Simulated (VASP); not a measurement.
## HfF5: single point with PBE

Crystal: HfF5.

```
CELL_PARAMETERS angstrom
5.37116 -2.08761 0.00000
5.37116 2.08761 0.00000
0.00000 0.00000 5.07897
ATOMIC_POSITIONS crystal
Hf 0.50000 0.50000 0.50000
F 0.63603 0.63603 0.23448
F 0.36397 0.36397 0.23448
F 0.36397 0.36397 0.76552
F 0.63603 0.63603 0.76552
F 0.00000 0.00000 0.50000
```

The cell was built from a structure type or drawn by symmetry, and may not be a known phase.

| Property | Result |
| --- | --- |
| Program | VASP 6.6.1 |
| Task | single point |
| Functional | PBE |
| Potentials or basis | VASP PAW PBE potentials, release 64 (Hf_pv, F) |
| Cutoff | 520 eV |
| k mesh | 4 × 4 × 4 |
| Occupations | gaussian, width 0.1 eV |
| Spin | no spin polarisation |
| Dipole correction | no |
| Further INCAR settings | ALGO = Normal; EDIFF = 1e-06; NBANDS = 32 |

```
Pressure               : -1.2 GPa
Largest force          : 0.165 eV/Å
Band gap on the k mesh : zero (an odd number of electrons rules out a gap without spin polarisation)
```

Forces in eV/Å, atoms in the order of the input:
```
Hf   0.000  0.000  0.000
F   -0.117  0.000  0.116
F    0.117  0.000  0.116
F    0.117  0.000 -0.116
F   -0.117  0.000 -0.116
F    0.000  0.000  0.000
```

Stress tensor (GPa, compression positive):
```
-1.06  0.00  0.00
 0.00 -1.35  0.00
 0.00  0.00 -1.12
```

Levels at points of the mesh, in eV from the Fermi level:
```csv
k point,band 19,band 20,band 21,band 22,band 23,band 24,band 25,band 26,band 27,band 28
"(0.00, 0.00, 0.00)",-0.77,-0.61,-0.50,0.08,0.14,6.77,6.85,7.26,7.83,9.33
"(0.50, 0.00, 0.00)",-0.69,-0.45,-0.43,0.10,0.10,7.58,7.71,7.80,10.60,11.02
"(0.50, 0.50, 0.00)",-0.95,-0.53,-0.35,0.04,0.11,6.74,6.89,7.49,8.12,10.21
"(0.00, 0.00, 0.50)",-0.78,-0.68,-0.52,-0.50,-0.28,6.72,6.92,7.67,8.32,9.88
"(0.50, 0.00, 0.50)",-0.72,-0.62,-0.56,-0.48,-0.35,7.62,7.76,7.86,11.59,11.98
"(0.50, 0.50, 0.50)",-0.82,-0.82,-0.67,-0.60,-0.38,6.67,6.94,7.71,8.47,10.58
```

It took 46 s on 1 thread of Intel(R) Xeon(R) 6975P-C (Granite Rapids), with other jobs on the host, peak memory 0.3 GiB.

Caveat: the k points lie up to 0.40 Å⁻¹ apart, too coarse for converged energies and pressures of a metal; spin-orbit coupling is left out, which moves the levels of the heavy elements; an odd number of electrons without spin polarisation forces a metal; a magnetic or distorted state may lie lower.
